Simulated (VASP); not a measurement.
## Sc: relaxation of cell and atoms with PBE

Sc:

```
Sc
1.0
     0.00000    2.19102    2.19102
     2.19102    0.00000    2.19102
     2.19102    2.19102    0.00000
Sc
2
Direct
  0.87500 0.87500 0.87500
  0.12500 0.12500 0.12500
```

This isn't the form of Sc at room conditions, which is hcp.

| Property | Result |
| --- | --- |
| Program | VASP 6.6.1 |
| Task | relaxation of cell and atoms |
| Functional | PBE |
| Potentials or basis | VASP PAW PBE potentials, release 64 (Sc_sv) |
| Cutoff | 500 eV |
| k mesh | 14 × 14 × 14 |
| Occupations | fermi-dirac, width 0.1 eV |
| Spin | no spin polarisation |
| Target pressure | 160 GPa |
| Dipole correction | no |
| Further INCAR settings | ALGO = Normal; EDIFF = 1e-07; IBRION = 2; EDIFFG = -0.005; NSW = 60; ISIF = 3 |

```json
{"Relaxed volume": "10.81 Å³/atom", "Relaxed cell": "a = 3.127 Å, b = 3.127 Å, c = 3.127 Å, α = 60.00°, β = 60.00°, γ = 60.00°", "Space group after relaxing (to 0.1 Å)": "Fd-3m (No. 227)", "Energy change on relaxing (the run minimises the enthalpy)": "-303.0 meV/atom", "Ionic steps": "4", "Pressure after relaxing": "160.0 GPa", "Band gap on the k mesh": "zero (bands 11 and 12 overlap by 0.56 eV)"}
```

The path:
| step | energy change (eV) | largest force (eV/Å) | pressure (GPa) | volume (Å³) |
| --- | --- | --- | --- | --- |
| 1 | 0.0000 | 0.0000 | 177.82 | 21.04 |
| 2 | -3.0302 | 0.0000 | 90.63 | 24.80 |
| 3 | -0.6459 | 0.0000 | 158.81 | 21.65 |
| 4 | -0.6061 | 0.0000 | 159.98 | 21.61 |

Final structure:
```cif
data_structure
_symmetry_space_group_name_H-M 'P 1'
_symmetry_Int_Tables_number 1
_cell_length_a 3.1266
_cell_length_b 3.1266
_cell_length_c 3.1266
_cell_angle_alpha 60.000
_cell_angle_beta 60.000
_cell_angle_gamma 60.000
_cell_volume 21.61
loop_
_atom_site_label
_atom_site_type_symbol
_atom_site_fract_x
_atom_site_fract_y
_atom_site_fract_z
_atom_site_occupancy
Sc1 Sc 0.87500 0.87500 0.87500 1
Sc2 Sc 0.12500 0.12500 0.12500 1
```

Levels at points of the mesh, in eV from the Fermi level:
```
           k point  band 7  band 8  band 9  band 10  band 11  band 12  band 13  band 14  band 15
(0.00, 0.00, 0.00)  -25.99  -25.99   -5.07    -2.49    -2.49     0.93     0.93     0.93     5.64
(0.50, 0.00, 0.00)  -24.98  -24.68   -3.24    -2.04    -2.04    -0.18    -0.18    -0.06     4.97
(0.50, 0.50, 0.00)  -23.81  -23.81   -4.76    -4.76    -0.09    -0.09     2.83     2.83     6.41
```

It took 100 s on 1 thread of Oxide Virtual Turin-like Processor, with other jobs on the host, peak memory 0.12 GiB.

Caveat: the cell is relaxed towards a set pressure, so the run minimises the enthalpy, not the energy; atoms lie so close that the PAW spheres overlap strongly, which falsifies energies and pressures.
